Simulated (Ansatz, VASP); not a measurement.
PbSe: VASP beside Ansatz

```
Pb Se
1.0
     0.00000    3.08870    3.08870
     3.08870    0.00000    3.08870
     3.08870    3.08870    0.00000
Pb Se
1 1
Direct
  0.00000 0.00000 0.00000
  0.50000 0.50000 0.50000
```

Alike in both runs: task single point; functional r2SCAN; k mesh 6 × 6 × 6; no spin polarisation.

|  | VASP | Ansatz |
| --- | --- | --- |
| version | VASP 6.6.1 | Ansatz 0.2.0 |
| potentials or method | VASP PAW PBE potentials, release 64 (Pb_d, Se) | plane waves, PAW |
| plane-wave cutoff (eV) | 520 | 500 |
| occupations | gaussian, width 0.01 eV | fixed |
| valence electrons in the cell | 20 | 30 |

```tsv
	VASP	Ansatz	Ansatz less VASP
gap on the k mesh at the Fermi level (eV)	0.67	0.67	-0.006
pressure (GPa)	0.0	0.0	0.00
```

VASP's potentials were made for PBE, not for r2SCAN. VASP's potentials hold 20 valence electrons a cell and Ansatz's 30, so a difference there can come from the potentials and not from the codes.

Neither program's run includes spin-orbit coupling.
